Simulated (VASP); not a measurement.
# Hg (C2/m) in VASP: further runs, part 2 of 2

VASP 6.6.1.

## Step 3: Single point, PBE

This run uses another cell than the first one, of 27.79 Å³/atom, 1.190 times its volume.

Input file INCAR:

```
SYSTEM = Hg
PREC = Accurate
ENCUT = 500
EDIFF = 1E-6
ISMEAR = 0
SIGMA = 0.1
LREAL = .FALSE.
LASPH = .TRUE.
NELM = 120
ALGO = Normal
ISIF = 2
LWAVE = .FALSE.
LCHARG = .FALSE.
GGA = PE
ISYM = 0
NBANDS = 12
GGA_COMPAT = .FALSE.
```

Input file KPOINTS:

```
Automatic mesh
0
G
  6 4 5
  0 0 0
```

Input file POSCAR:

```
Hg
1.0
    2.2339762741     -2.0458582601      0.0000000000
    2.2339762741      2.0458582601      0.0000000000
   -0.3487351701      0.0000000000      3.0398006871
Hg
1
Direct
    0.5000000000      0.5000000000      0.5000000000
```

Potentials or basis: VASP PAW PBE potentials, release 64 (Hg).

On the command line:

```
$ cat potpaw_PBE.64/Hg/POTCAR > POTCAR
$ mpirun -np 1 vasp_std > vasp.out
```

OUTCAR:

```text
SYSTEM = Hg
   PREC = Accurate
   ENCUT = 500
   EDIFF = 1E-6
   ISMEAR = 0
   LREAL = .FALSE.
   LASPH = .TRUE.
   NELM = 120
   ISIF = 2
   GGA = PE
   ISYM = 0

 ion  position               nearest neighbor table
   1  0.500  0.500  0.500-

IMPORTANT INFORMATION: All symmetrisations will be switched off!
NOSYMM: (Re-)initialisation of all symmetry stuff for point group C_1.

----------------------------------------------------------------------------------------

                                     Primitive cell

  volume of cell :      27.7862

  direct lattice vectors                    reciprocal lattice vectors
     2.233976274 -2.045858260  0.000000000     0.223816164 -0.244396208  0.025676870
     2.233976274  2.045858260  0.000000000     0.223816164  0.244396208  0.025676870
    -0.348735170  0.000000000  3.039800687     0.000000000  0.000000000  0.328968937

  length of vectors
     3.029222015  3.029222015  3.059739276     0.332389054  0.332389054  0.328968937

  position of ions in fractional coordinates (direct lattice)
     0.500000000  0.500000000  0.500000000

  ion indices of the primitive-cell ions
[... 148 lines left out ...]
 cond. band min:       1.7636717609   @ k =  -0.1667   0.5000   0.2000
 fundamental gap:      0.1440852703
 Fermi energy:         1.7331452126

 k-point     1 :       0.0000    0.0000    0.0000
  band No.  band energies     occupation
      1      -6.4409      2.00000
      2      -6.1253      2.00000
      3      -6.1120      2.00000
      4      -4.2510      2.00000
      5      -4.2326      2.00000
      6      -4.1888      2.00000
      7      11.4543      0.00000
      8      11.7799      0.00000
      9      11.8691      0.00000
     10      15.0753      0.00000
     11      16.7737      0.00000
     12      16.9928      0.00000
[... 331 lines left out ...]
 k-point    24 :       0.5000    0.2500    0.2000
  band No.  band energies     occupation
      1      -5.4064      2.00000
      2      -5.2792      2.00000
      3      -5.1318      2.00000
      4      -4.7992      2.00000
      5      -4.4306      2.00000
      6       0.1001      2.00000
      7       2.5665      0.00000
      8       9.2543      0.00000
      9      10.6741      0.00000
     10      12.7322      0.00000
     11      14.4111      0.00000
     12      21.9630      0.00000

 [... further k-points ...]
[... 5 lines left out ...]
  --------------------------------------------------------------------------------------
  -------------------------------------------------------------------------------------
  Total        0.6453762      0.6352241     -0.4787416      0.4596767     -0.0620782      0.0051373
  in kB       37.2129668     36.6275883    -27.6046665     26.5053721     -3.5794863      0.2962192
  external PRESSURE =      15.4119629 kB  Pullay stress =       0.0000000 kB

 VOLUME and BASIS-vectors are now :
 -----------------------------------------------------------------------------
  energy-cutoff  :      500.00
  volume of cell :       27.79
      direct lattice vectors                 reciprocal lattice vectors
     2.233976274 -2.045858260  0.000000000     0.223816164 -0.244396208  0.025676870
     2.233976274  2.045858260  0.000000000     0.223816164  0.244396208  0.025676870
    -0.348735170  0.000000000  3.039800687     0.000000000  0.000000000  0.328968937

 POSITION                                       TOTAL-FORCE (eV/Angst)
 -----------------------------------------------------------------------------------
      2.05961      0.00000      1.51990         0.000000      0.000000     -0.000000
 -----------------------------------------------------------------------------------
    total drift:                                0.000000      0.000000     -0.000000

  FREE ENERGIE OF THE ION-ELECTRON SYSTEM (eV)
  ---------------------------------------------------
  free  energy   TOTEN  =        -0.1159852121 eV

  energy  without entropy=       -0.1139829274  energy(sigma->0) =       -0.11498407
```

OSZICAR:

```text
N       E                     dE             d eps       ncg     rms          rms(c)
DAV:   1     0.717151027816E+02    0.71715E+02   -0.61677E+03  1528   0.908E+02
DAV:   2     0.115382734922E+01   -0.70561E+02   -0.66535E+02  1604   0.222E+02
DAV:   3    -0.146657523652E+00   -0.13005E+01   -0.12994E+01  1804   0.338E+01
DAV:   4    -0.148185506235E+00   -0.15280E-02   -0.15280E-02  1636   0.119E+00
DAV:   5    -0.148188287688E+00   -0.27815E-05   -0.27813E-05  1760   0.479E-02    0.303E+00
DAV:   6    -0.118322583151E+00    0.29866E-01   -0.74211E-02  1776   0.304E+00    0.232E+00
DAV:   7    -0.115944427972E+00    0.23782E-02   -0.11131E-02  1768   0.101E+00    0.104E+00
DAV:   8    -0.115947319029E+00   -0.28911E-05   -0.11604E-03  1620   0.419E-01    0.429E-02
DAV:   9    -0.115976086389E+00   -0.28767E-04   -0.14911E-05  1700   0.349E-02    0.164E-02
DAV:  10    -0.115985248694E+00   -0.91623E-05   -0.96427E-06  1536   0.302E-02    0.148E-03
DAV:  11    -0.115985212100E+00    0.36594E-07   -0.94254E-08  1156   0.237E-03
   1 F= -.11598521E+00 E0= -.11498407E+00  d E =-.200228E-02
```

stdout:

```text
POSCAR found type information on POSCAR Hg
 POSCAR found :  1 types and       1 ions
 scaLAPACK will be used
 LDA part: xc-table for (Slater+PW92), standard interpolation
 -----------------------------------------------------------------------------
|                                                                             |
|           W    W    AA    RRRRR   N    N  II  N    N   GGGG   !!!           |
|           W    W   A  A   R    R  NN   N  II  NN   N  G    G  !!!           |
|           W    W  A    A  R    R  N N  N  II  N N  N  G       !!!           |
|           W WW W  AAAAAA  RRRRR   N  N N  II  N  N N  G  GGG   !            |
|           WW  WW  A    A  R   R   N   NN  II  N   NN  G    G                |
|           W    W  A    A  R    R  N    N  II  N    N   GGGG   !!!           |
|                                                                             |
|     Your reciprocal lattice and k-lattice belong to different lattice       |
|     classes:                                                                |
|                                                                             |
|        The reciprocal lattice is base-centered monoclinic,                  |
|        whereas your k-lattice is triclinic.                                 |
|                                                                             |
|     Results are often still useful ...                                      |
|                                                                             |
 -----------------------------------------------------------------------------

 POSCAR, INCAR and KPOINTS ok, starting setup
 FFT: planning ... GRIDC
 FFT: planning ... GRID_SOFT
 FFT: planning ... GRID
 WAVECAR not read
 entering main loop
```

Run time: 9.3 s. Hardware: 1 thread of Intel Xeon Platinum 8488C (Sapphire Rapids), shared host; peak memory 0.15 GiB.

Results:

```
Free energy            : -0.1160 eV
Pressure               : 1.5 GPa
Band gap on the k mesh : zero (band 6 reaches 4.00 eV, above the bottom of band 7 at 0.15 eV)
```

Levels at points of the mesh, in eV from the Fermi level:
```
           k point  band 4  band 5  band 6  band 7  band 8  band 9
(0.00, 0.00, 0.00)   -5.98   -5.97   -5.92    9.72   10.05   10.14
(0.50, 0.00, 0.00)   -6.46   -5.92   -2.77   -1.58   12.65   12.92
(0.00, 0.50, 0.00)   -6.46   -5.92   -2.78   -1.58   12.65   12.93
(0.50, 0.50, 0.00)   -6.43   -5.34    0.53    0.98    2.24    7.45
```

Caveat: the k points lie up to 0.52 Å⁻¹ apart; spin-orbit coupling is left out, which moves the levels of the heavy elements.

## Step 4: Single point, PBE

This run uses another cell than the first one, of 25.23 Å³/atom, 1.081 times its volume.

Input file INCAR:

```
SYSTEM = Hg
ALGO = Normal ; EDIFF = 1E-6
ENCUT = 500 ; GGA = PE
GGA_COMPAT = .FALSE. ; ISIF = 2
ISMEAR = 0 ; LASPH = .TRUE.
LCHARG = .FALSE. ; LREAL = .FALSE.
LWAVE = .FALSE. ; NBANDS = 12
NELM = 120 ; PREC = Accurate
SIGMA = 0.1
```

Input file KPOINTS:

```
k-points
0
G
  6 6 6
  0 0 0
```

Input file POSCAR:

```
Hg
1.0
    2.1632522922     -1.9810897823      0.0000000000
    2.1632522922      1.9810897823      0.0000000000
   -0.3376947933      0.0000000000      2.9435656414
Hg
1
Direct
    0.5000000000      0.5000000000      0.5000000000
```

On the command line:

```
$ cat potpaw_PBE.64/Hg/POTCAR > POTCAR
$ mpirun -np 1 vasp_std > vasp.out
```

Wall time 8.8 s (1 thread of Intel Xeon Platinum 8488C (Sapphire Rapids), shared host); peak memory 0.14 GiB.

Results (log left out):

```
Free energy            : -0.1320 eV
Pressure               : 4.9 GPa
Band gap on the k mesh : zero (band 6 reaches 5.76 eV, above the bottom of band 7 at 0.37 eV)
```

Stress tensor (GPa, compression positive):
```
 5.83  0.00 -0.49
 0.00  4.69  0.00
-0.49  0.00  4.30
```

Levels at points of the mesh, in eV from the Fermi level:
```tsv
k point	band 3	band 4	band 5	band 6	band 7	band 8	band 9	band 10
(0.00, 0.00, 0.00)	-7.93	-5.69	-5.67	-5.63	10.60	10.97	10.98	14.57
(0.50, 0.00, 0.00)	-6.40	-6.29	-5.61	-2.25	-1.64	13.70	13.99	16.25
(0.50, 0.50, 0.00)	-6.28	-6.23	-4.95	1.18	1.41	2.55	8.14	16.01
(0.00, 0.00, 0.50)	-6.35	-6.25	-5.60	-2.43	-1.68	13.94	13.99	16.36
(0.50, 0.00, 0.50)	-6.24	-6.18	-4.99	1.14	1.26	2.43	8.03	16.22
(0.50, 0.50, 0.50)	-7.31	-4.97	-4.92	3.71	5.25	6.07	6.07	9.32
```

Caveat: spin-orbit coupling is left out, which moves the levels of the heavy elements.

## Step 5: Summary

| cell | k mesh | gap on the mesh (eV) | pressure (GPa) |
| --- | --- | --- | --- |
| a = 2.858, b = 2.858, c = 2.887 Å, angles 94.8, 94.8, 85.0°, 1 atom | 6 × 6 × 6 | none | 10.5 |
| a = 3.029, b = 3.029, c = 3.060 Å, angles 94.8, 94.8, 85.0°, 1 atom | 6 × 4 × 5 | none | 1.5 |
| a = 2.933, b = 2.933, c = 2.963 Å, angles 94.8, 94.8, 85.0°, 1 atom | 6 × 6 × 6 | none | 4.9 |

Alike in all rows: task single point; level PBE; potentials or basis VASP PAW PBE potentials, release 64 (Hg); no spin polarisation; cutoff (eV) 500; smearing gaussian 0.1 eV.

Caveats: some runs use coarse meshes; spin-orbit coupling is left out, which moves the levels of the heavy elements.

Total energies depend on the potentials used, so only differences within one code and one set of settings carry meaning.
